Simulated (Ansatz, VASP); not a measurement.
## BAs: VASP beside Ansatz

INCAR

```
SYSTEM = BAs
ALGO = Normal
EDIFF = 1E-6
ENCUT = 500
GGA = PE
GGA_COMPAT = .FALSE.
ISIF = 2
ISMEAR = 0
LASPH = .TRUE.
LCHARG = .TRUE.
LELF = .TRUE.
LREAL = .FALSE.
LVHAR = .TRUE.
LWAVE = .FALSE.
NBANDS = 11
NELM = 120
PREC = Accurate
SIGMA = 0.02
```

File KPOINTS:

```
k-points
0
G
  4 4 4
  0 0 0
```

POSCAR

```
BAs
1.0
    0.0000000000      2.3885000000      2.3885000000
    2.3885000000      0.0000000000      2.3885000000
    2.3885000000      2.3885000000      0.0000000000
B As
1 1
Direct
    0.0000000000      0.0000000000      0.0000000000
    0.2500000000      0.2500000000      0.2500000000
```

Input for Ansatz:

```yaml
crystal:
  lattice:
    - [0.0, 2.3885, 2.3885]
    - [2.3885, 0.0, 2.3885]
    - [2.3885, 2.3885, 0.0]
  atoms:
    - { symbol: B, position: [0.0, 0.0, 0.0] }
    - { symbol: As, position: [0.25, 0.25, 0.25] }
basis:
  ecutwfc: 420
kpoints:
  mp_grid: { grid: [4, 4, 4] }
hamiltonian:
  xc: pbe
scf:
  occupations: { method: gaussian, width: 0.02 }
output:
  forces: true
  stress: true
  eigenvalues: true
```

Alike in both runs: task single point; functional PBE; k mesh 4 × 4 × 4; occupations gaussian, width 0.02 eV; no spin polarisation.

|  | VASP | Ansatz |
| --- | --- | --- |
| version | VASP 6.6.1 | Ansatz 0.2.0 |
| potentials or method | VASP PAW PBE potentials, release 64 (B, As), cutoff 500 eV | scalar-relativistic, plane waves, PAW |
| valence electrons in the cell | 8 | 18 |

```tsv
	VASP	Ansatz	Ansatz less VASP
gap on the k mesh at the Fermi level (eV)	1.41	1.42	+0.012
least direct gap on the mesh (eV)	3.26	3.26	+0.005
pressure (GPa)	4.0	3.4	-0.67
```

With one functional, cell and mesh, what is left measures potentials, basis and numerics. VASP's potentials hold 8 valence electrons a cell and Ansatz's 18, so a difference there can come from the potentials and not from the codes.

The k mesh is coarse, so the values compare programs but aren't converged.
